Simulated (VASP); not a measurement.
Input of a VASP 6.6.1 run:

INCAR

```
SYSTEM = Zn
ALGO     = Fast           ! electronic algorithm
EDIFF    = 1E-6           ! SCF threshold, eV
EDIFFG   = -0.005         ! ionic threshold
ENCUT    = 600            ! plane-wave cutoff, eV
GGA      = PE             ! functional
IBRION   = 2              ! ionic algorithm
ISIF     = 3              ! what is computed and relaxed
ISMEAR   = 0              ! smearing method
LASPH    = .True.         ! aspherical terms in the spheres
LCHARG   = .False.        ! write CHGCAR
LREAL    = .False.        ! projectors in reciprocal space
LWAVE    = .False.        ! write WAVECAR
NELM     = 80             ! most SCF steps
NSW      = 100            ! ionic steps
PREC     = Accurate       ! precision mode
SIGMA    = 0.1            ! smearing width, eV
```

Contents of KPOINTS:

```
k-points
0
Gamma
  18 18 10
  0 0 0
```

POSCAR

```
Zn
1.0
    2.6143598000      0.0000000000      0.0000000000
   -1.3071799000      2.2641020000      0.0000000000
    0.0000000000      0.0000000000      4.8731610200
Zn
2
Direct
    0.3333333300      0.6666666700      0.2500000000
    0.6666666700      0.3333333300      0.7500000000
```

Potentials or basis: VASP PAW PBE potentials, release 64 (Zn).

Launch:

```console
$ cat potpaw_PBE.64/Zn/POTCAR > POTCAR
$ mpirun -np 1 vasp_std > vasp.out
```

What does it give for the relaxed volume?

15.30 Å³/atom.

Predict the band gap on the k mesh.

zero (bands 12 and 13 overlap by 5.20 eV).

Estimate the space group after relaxing (to 0.1 Å).

P6_3/mmc (No. 194).

What does it give for the relaxed cell?

a = 2.638 Å, b = 2.638 Å, c = 5.078 Å, α = 90.00°, β = 90.00°, γ = 120.00°.

Final structure:
```yaml
crystal:
  lattice:
    - [2.63759, 0.00000, 0.00000]
    - [-1.31879, 2.28422, 0.00000]
    - [0.00000, 0.00000, 5.07769]
  atoms:
    - { symbol: Zn, position: [0.33333, 0.66667, 0.25000] }
    - { symbol: Zn, position: [0.66667, 0.33333, 0.75000] }
```
